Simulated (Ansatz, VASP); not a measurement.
# Two plane-wave programs on AlIn2Sb3

```
CELL_PARAMETERS angstrom
3.31243 1.91243 4.42855
-3.31243 1.91243 4.42855
0.00000 -3.82486 4.42855
ATOMIC_POSITIONS crystal
Al 0.00000 0.00000 0.00000
In 0.62267 0.62267 0.62267
In 0.37733 0.37733 0.37733
Sb 0.00000 0.50000 0.00000
Sb 0.50000 0.00000 0.00000
Sb 0.00000 0.00000 0.50000
```

Change from the starting cell: species swapped into the Zr2Al3Cr type (R-3m, No. 166).

Alike in both runs: functional PBE; k mesh 6 × 6 × 6; occupations gaussian, width 0.1 eV; no spin polarisation.

Ansatz relaxed the structure, and its values are those at the end. VASP's run is a single point on that final structure, the one shown.

|  | VASP | Ansatz |
| --- | --- | --- |
| version | VASP 6.6.1 | Ansatz 0.2.0 |
| potentials or method | VASP PAW PBE potentials, release 64 (Al, In_d, Sb), cutoff 520 eV | scalar-relativistic, plane waves, PAW |
| valence electrons in the cell | 44 | 74 |

```csv
,VASP,Ansatz,Ansatz less VASP
gap on the k mesh at the Fermi level (eV),none,none,-
pressure (GPa),0.0,0.0,-0.02
```

A gap of «none» marks a metal or a gap that the smearing closes. VASP's potentials hold 44 valence electrons a cell and Ansatz's 74, so a difference there can come from the potentials and not from the codes.

Neither program's run includes spin-orbit coupling.
